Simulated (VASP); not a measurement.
Here is a VASP 6.6.1 calculation.

Contents of INCAR:

```
PREC = Accurate
ENCUT = 400
EDIFF = 1E-6
ISMEAR = -1
SIGMA = 0.02
LREAL = F
LASPH = T
NELM = 120
ALGO = Normal
ISIF = 2
LWAVE = F
LCHARG = T
GGA = PE
LELF = T
LVHAR = T
NBANDS = 72
GGA_COMPAT = F
```

Contents of KPOINTS:

```
regular mesh
0
Gamma
  2 3 3
```

File POSCAR:

```
Ta
1.0
   -4.9538400000      4.9538400000      4.9538400000
    3.3025600000     -3.3025600000      3.3025600000
    3.3025600000      3.3025600000     -3.3025600000
Ta
11
Direct
    0.0000000000      0.0000000000      0.5000000000
    0.0000000000      0.5000000000      0.0000000000
    0.0000000000      0.5000000000      0.5000000000
    0.3333333333      0.0000000000      0.0000000000
    0.3333333333      0.0000000000      0.5000000000
    0.3333333333      0.5000000000      0.0000000000
    0.3333333333      0.5000000000      0.5000000000
    0.6666666667      0.0000000000      0.0000000000
    0.6666666667      0.0000000000      0.5000000000
    0.6666666667      0.5000000000      0.0000000000
    0.6666666667      0.5000000000      0.5000000000
```

Potentials or basis: VASP PAW PBE potentials, release 64 (Ta_pv).

Command:

```bash
$ cat potpaw_PBE.64/Ta_pv/POTCAR > POTCAR
$ mpirun -np 1 vasp_std > vasp.out
```

Question: Predict the band gap on the k mesh.

Answer: Zero (an odd number of electrons rules out a gap without spin polarisation).

Question: What does it give for the pressure?

Answer: -1.9 GPa.

Forces in eV/Å, atoms in the order of the input:
```
Ta   0.000  0.000  0.000
Ta   0.000  0.000  0.000
Ta   0.000  0.000  0.000
Ta   0.080 -0.299 -0.299
Ta   0.037  0.495 -0.196
Ta   0.037 -0.196  0.495
Ta  -0.143 -0.170 -0.170
Ta  -0.080  0.299  0.299
Ta  -0.037 -0.495  0.196
Ta  -0.037  0.196 -0.495
Ta   0.143  0.170  0.170
```

Caveat: the k points lie up to 0.45 Å⁻¹ apart, too coarse for converged energies and pressures of a metal; spin-orbit coupling is left out, which moves the levels of the heavy elements.
